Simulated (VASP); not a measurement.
# Sn (Immm) in VASP: single point with PBE+D3(BJ)

Aim: the single point of Sn with PBE+D3(BJ).

All numbers are computed with VASP 6.6.1; they aren't measurements. Logs are shortened: lines on timing, memory, paths and dates and some standing lists are left out, and cuts for length are marked.

## Step 1: The cell of the first run

The typed cell holds 1 atom: a = 3.271 Å, b = 3.271 Å, c = 3.271 Å, α = 117.24°, β = 105.72°, γ = 105.74°.

## Step 2: Single point, PBE+D3(BJ)

Input file INCAR:

```
ALGO     = Normal         # electronic algorithm
EDIFF    = 1E-6           # SCF threshold, eV
ENCUT    = 520            # plane-wave cutoff, eV
GGA      = PE             # functional
ISIF     = 2              # what is computed and relaxed
ISMEAR   = 0              # smearing method
IVDW     = 12             # dispersion correction
LASPH    = True           # aspherical terms in the spheres
LCHARG   = False          # write CHGCAR
LREAL    = False          # projectors in reciprocal space
LWAVE    = False          # write WAVECAR
NBANDS   = 13             # bands
NELM     = 100            # most SCF steps
PREC     = Accurate       # precision mode
SIGMA    = 0.1            # smearing width, eV
```

Input file KPOINTS:

```
k-points
0
Gamma
  16 16 16
```

Input file POSCAR:

```
Sn
1.0
   -1.7035348464      1.9751453354      1.9747105068
    1.7035348464     -1.9751453354      1.9747105068
    1.7035348464      1.9751453354     -1.9747105068
Sn
1
Direct
    0.0000000000      0.0000000000      0.0000000000
```

Potentials or basis: VASP PAW PBE potentials, release 64 (Sn_d).

On the command line:

```bash
> cat potpaw_PBE.64/Sn_d/POTCAR > POTCAR
> mpirun -np 1 vasp_std > vasp.out
```

OUTCAR:

```text
EDIFF = 1E-6
   ENCUT = 520
   GGA = PE
   ISIF = 2
   ISMEAR = 0
   IVDW = 12
   LASPH = True
   LREAL = False
   NELM = 100
   PREC = Accurate
 IVDW          = 12

 ion  position               nearest neighbor table
   1  0.000  0.000  0.000-

  LATTYP: Found a body centered orthorhombic cell.
 ALAT       =     3.4070696928
 B/A-ratio  =     1.1591840994
 C/A-ratio  =     1.1594393502

  Lattice vectors:

 A1 = (  -1.7035348464,  -1.9751453354,   1.9747105068)
 A2 = (   1.7035348464,  -1.9751453354,  -1.9747105068)
 A3 = (   1.7035348464,   1.9751453354,   1.9747105068)

Analysis of symmetry for initial positions (statically):
=====================================================================
 Subroutine PRICEL returns:
 Original cell was already a primitive cell.

 Routine SETGRP: Setting up the symmetry group for a
 body centered orthorhombic supercell.

 Subroutine GETGRP returns: Found  8 space group operations
 (whereof  8 operations were pure point group operations)
 out of a pool of  8 trial point group operations.

The static configuration has the point symmetry D_2h.

Analysis of symmetry for dynamics (positions and initial velocities):
=====================================================================
 Subroutine PRICEL returns:
 Original cell was already a primitive cell.

 Routine SETGRP: Setting up the symmetry group for a
 body centered orthorhombic supercell.

 Subroutine GETGRP returns: Found  8 space group operations
 (whereof  8 operations were pure point group operations)
 out of a pool of  8 trial point group operations.

The dynamic configuration has the point symmetry D_2h.

 Subroutine INISYM returns: Found  8 space group operations
 (whereof  8 operations are pure point group operations),
 and found     1 'primitive' translations

----------------------------------------------------------------------------------------

                                     Primitive cell

  volume of cell :      26.5775

  direct lattice vectors                    reciprocal lattice vectors
    -1.703534846  1.975145335  1.974710507     0.000000000  0.253145929  0.253201671
     1.703534846 -1.975145335  1.974710507     0.293507351  0.000000000  0.253201671
     1.703534846  1.975145335 -1.974710507     0.293507351  0.253145929  0.000000000

  length of vectors
     3.271499909  3.271499909  3.271499909     0.358041823  0.387630818  0.387594409

  position of ions in fractional coordinates (direct lattice)
     0.000000000  0.000000000  0.000000000

  ion indices of the primitive-cell ions
   primitive index   ion index
                 1           1

----------------------------------------------------------------------------------------

 KPOINTS: k-points

Automatic generation of k-mesh.
 Grid dimensions read from file:
 generate k-points for:   16   16   16

 Generating k-lattice:

  Cartesian coordinates                     Fractional coordinates (reciprocal lattice)
     0.000000000  0.015821621  0.015825104     0.062500000  0.000000000 -0.000000000
     0.018344209  0.000000000  0.015825104     0.000000000  0.062500000 -0.000000000
     0.018344209  0.015821621  0.000000000     0.000000000  0.000000000  0.062500000

  Length of vectors
     0.022377614  0.024226926  0.024224651

  Shift w.r.t. Gamma in fractional coordinates (k-lattice)
     0.000000000  0.000000000  0.000000000

 Subroutine IBZKPT returns following result:
 ===========================================

 Found    621 irreducible k-points:

 Following reciprocal coordinates:
            Coordinates               Weight
  0.000000  0.000000  0.000000      1.000000
  0.062500  0.000000  0.000000      4.000000
  0.125000  0.000000  0.000000      4.000000
  0.187500  0.000000  0.000000      4.000000
  0.250000  0.000000  0.000000      4.000000
  0.312500 -0.000000  0.000000      4.000000
[... 16 lines left out ...]
 -0.187500  0.062500 -0.000000      8.000000
 -0.125000  0.062500  0.000000      8.000000
 [... further k-points ...]
   k-points           NKPTS =    621   k-points in BZ     NKDIM =    621   number of bands    NBANDS=     13
   number of dos      NEDOS =    301   number of ions     NIONS =      1
   total plane-waves  NPLWV =  13824
   dimension x,y,z NGX =    24 NGY =   24 NGZ =   24
   dimension x,y,z NGXF=    48 NGYF=   48 NGZF=   48
   ions per type =               1
   NGX,Y,Z   is equivalent  to a cutoff of  12.20, 12.20, 12.20 a.u.
   NGXF,Y,Z  is equivalent  to a cutoff of  24.39, 24.39, 24.39 a.u.
 SYSTEM =  unknown system
   PREC   = accura    normal or accurate (medium, high low for compatibility)
   ISTART =      0    job   : 0-new  1-cont  2-samecut
   ICHARG =      2    charge: 1-file 2-atom 10-const
   ISPIN  =      1    spin polarized calculation?
   LNONCOLLINEAR =      F non collinear calculations
   LSORBIT =      F    spin-orbit coupling
   LASPH  =      T    aspherical Exc in radial PAW
   ENCUT  =  520.0 eV  38.22 Ry    6.18 a.u.   6.08  6.08  6.08*2*pi/ulx,y,z
   NELM   =    100;   NELMIN=  2; NELMDL= -5     # of ELM steps
   EDIFF  = 0.1E-05   stopping-criterion for ELM
   LREAL  =      F    real-space projection
   EDIFFG = 0.1E-04   stopping-criterion for IOM
   NSW    =      0    number of steps for IOM
   IBRION =     -1    ionic relax: 0-MD 1-quasi-New 2-CG
   NFREE  =      0    steps in history (QN), initial steepest desc. (CG)
   ISIF   =      2    stress and relaxation
   ISYM   =      2    0-nonsym 1-usesym 2-fastsym
   POTIM  = 0.5000    time-step for ionic-motion
   TEBEG  =    0.0;   TEEND  =   0.0 temperature during run
   PSTRESS=    0.0 pullay stress
   NELECT =      14.0000    total number of electrons
   NUPDOWN=      -1.0000    fix difference up-down
   EMIN   =  10.00;   EMAX   =-10.00  energy-range for DOS
   EFERMI =   0.00;   METHOD = LEGACY
   ISMEAR =     0;   SIGMA  =   0.10  broadening in eV -4-tet -1-fermi 0-gaus
   EFERMI_NEDOS =   21; number of points for ismear=-14 and -15
   IALGO  =     38    algorithm
   IMIX   =      4    mixing-type and parameters
     AMIX     =   0.40;   BMIX     =  1.00
     AMIX_MAG =   1.60;   BMIX_MAG =  1.00
  volume/ion in A,a.u.               =      26.58       179.35
  Fermi-wavevector in a.u.,A,eV,Ry     =   1.322147  2.498495 23.783965  1.748072
  Thomas-Fermi vector in A             =   2.451849
   LORBIT       =      0    0 simple, 1 ext, 2 COOP (PROOUT), +10 PAW based schemes
   GGA     = PE    functional components
   LHFCALC =     F    Hartree Fock is set to
   AEXX    =    0.0000 exact exchange contribution
   IVDW    =    12    specifies the selected vdW correction
   LEPSILON=     F    determine dielectric tensor
   LRPA    =     F    only Hartree local field effects (RPA)
 non-spin polarized calculation
 Gauss-broadening in eV      SIGMA  =   0.10
  energy-cutoff  :      520.00
  volume of cell :       26.58
 maximum number of plane-waves:       758
   NGX = 13   NGY = 13   NGZ = 13

 number of electron      14.0000003 magnetization

 Free energy of the ion-electron system (eV)
  ---------------------------------------------------
  ext. energy  EPLUGINS =         0.00000000
  ---------------------------------------------------
  free energy    TOTEN  =        -3.77662401 eV

  energy without entropy =       -3.77407807  energy(sigma->0) =       -3.77535104

 E-fermi :   8.3618     XC(G=0): -10.4674

 val. band max:        8.3615427664   @ k =   0.4375   0.3750  -0.0000
 cond. band min:       8.3708341129   @ k =   0.2500   0.2500   0.1875
 fundamental gap:      0.0092913465
 Fermi energy:         8.3617823593

 k-point     1 :       0.0000    0.0000    0.0000
  band No.  band energies     occupation
      1     -13.2371      2.00000
      2     -13.1773      2.00000
      3     -13.1772      2.00000
      4     -13.1196      2.00000
      5     -13.0380      2.00000
      6      -2.8996      2.00000
      7      15.7550      0.00000
      8      15.7552      0.00000
      9      17.5001      0.00000
     10      19.3633      0.00000
     11      20.6197      0.00000
     12      20.6233      0.00000
     13      20.6317      0.00000

 k-point     2 :       0.0625    0.0000    0.0000
  band No.  band energies     occupation
      1     -13.2331      2.00000
      2     -13.1785      2.00000
      3     -13.1700      2.00000
      4     -13.1216      2.00000
      5     -13.0396      2.00000
      6      -2.8214      2.00000
      7      14.7425      0.00000
      8      15.7938      0.00000
      9      17.2104      0.00000
     10      19.7665      0.00000
     11      20.0887      0.00000
     12      20.3771      0.00000
     13      21.4366      0.00000

 k-point     3 :       0.1250    0.0000    0.0000
  band No.  band energies     occupation
      1     -13.2218      2.00000
      2     -13.1819      2.00000
      3     -13.1495      2.00000
      4     -13.1272      2.00000
      5     -13.0441      2.00000
      6      -2.5867      2.00000
      7      12.8674      0.00000
      8      15.8920      0.00000
      9      16.5400      0.00000
     10      19.6302      0.00000
     11      19.9031      0.00000
     12      20.1755      0.00000
     13      20.6788      0.00000
[... 305 lines left out ...]
 k-point    23 :      -0.1875    0.0625   -0.0000
  band No.  band energies     occupation
      1     -13.2149      2.00000
      2     -13.1824      2.00000
      3     -13.1354      2.00000
      4     -13.1247      2.00000
      5     -13.0488      2.00000
      6      -2.3376      2.00000
      7      11.9151      0.00000
      8      15.3380      0.00000
      9      15.7365      0.00000
     10      18.8068      0.00000
     11      19.8332      0.00000
     12      20.7333      0.00000
     13      21.4240      0.00000

 k-point    24 :      -0.1250    0.0625    0.0000
  band No.  band energies     occupation
      1     -13.2269      2.00000
      2     -13.1781      2.00000
      3     -13.1603      2.00000
      4     -13.1204      2.00000
      5     -13.0433      2.00000
      6      -2.6508      2.00000
      7      13.8521      0.00000
      8      15.4717      0.00000
      9      16.3231      0.00000
     10      19.2624      0.00000
     11      19.8614      0.00000
     12      20.4976      0.00000
     13      21.6335      0.00000

 [... further k-points ...]

------------------------ aborting loop because EDIFF is reached ----------------------------------------

 Edisp (eV)   -0.39385

 E8    (eV) :    -0.1890

  FORCE on cell =-STRESS in cart. coord.  units (eV):
  Direction    XX          YY          ZZ          XY          YZ          ZX
  --------------------------------------------------------------------------------------
  -------------------------------------------------------------------------------------
  Total      -0.00479    -0.00703    -0.00634     0.00000     0.00000    -0.00000
  in kB      -0.28876    -0.42365    -0.38203     0.00000     0.00000    -0.00000
  external pressure =       -0.36 kB  Pullay stress =        0.00 kB

 VOLUME and BASIS-vectors are now :
 -----------------------------------------------------------------------------
  energy-cutoff  :      520.00
  volume of cell :       26.58
      direct lattice vectors                 reciprocal lattice vectors
    -1.703534846  1.975145335  1.974710507     0.000000000  0.253145929  0.253201671
     1.703534846 -1.975145335  1.974710507     0.293507351  0.000000000  0.253201671
     1.703534846  1.975145335 -1.974710507     0.293507351  0.253145929  0.000000000

 POSITION                                       TOTAL-FORCE (eV/Angst)
 -----------------------------------------------------------------------------------
      0.00000      0.00000      0.00000         0.000000      0.000000     -0.000000
 -----------------------------------------------------------------------------------
    total drift:                                0.000000      0.000000     -0.000000

  FREE ENERGIE OF THE ION-ELECTRON SYSTEM (eV)
  ---------------------------------------------------
  free  energy   TOTEN  =        -4.1704762504 eV

  energy  without entropy=       -4.1679303146  energy(sigma->0) =       -4.16920328
```

Wall time 49 s (1 thread of Intel Xeon Platinum 8488C (Sapphire Rapids), shared host); peak memory 0.31 GiB.

Results:

| Quantity | Value |
| --- | --- |
| Free energy | -4.1705 eV |
| Pressure | 0.0 GPa |
| Band gap on the k mesh | zero (band 7 reaches 15.76 eV, above the bottom of band 8 at 6.03 eV) |
| Dispersion energy per atom | -0.394 eV |

Levels at points of the mesh, in eV from the Fermi level:
| k point | band 5 | band 6 | band 7 | band 8 | band 9 | band 10 |
| --- | --- | --- | --- | --- | --- | --- |
| (0.00, 0.00, 0.00) | -21.40 | -11.26 | 7.39 | 7.39 | 9.14 | 11.00 |
| (0.50, 0.00, 0.00) | -21.35 | -7.11 | -4.79 | 5.23 | 7.33 | 9.84 |
| (0.00, 0.50, 0.00) | -21.34 | -6.00 | -4.38 | 3.22 | 4.67 | 7.46 |
| (0.50, 0.50, 0.00) | -21.34 | -6.00 | -4.38 | 3.22 | 4.67 | 7.47 |
| (0.50, 0.50, 0.50) | -21.34 | -2.90 | -1.37 | -1.37 | 1.65 | 3.19 |

Caveat: spin-orbit coupling is left out, which moves the levels of the heavy elements; pairwise dispersion overbinds metals, which lowers pressure and volume.
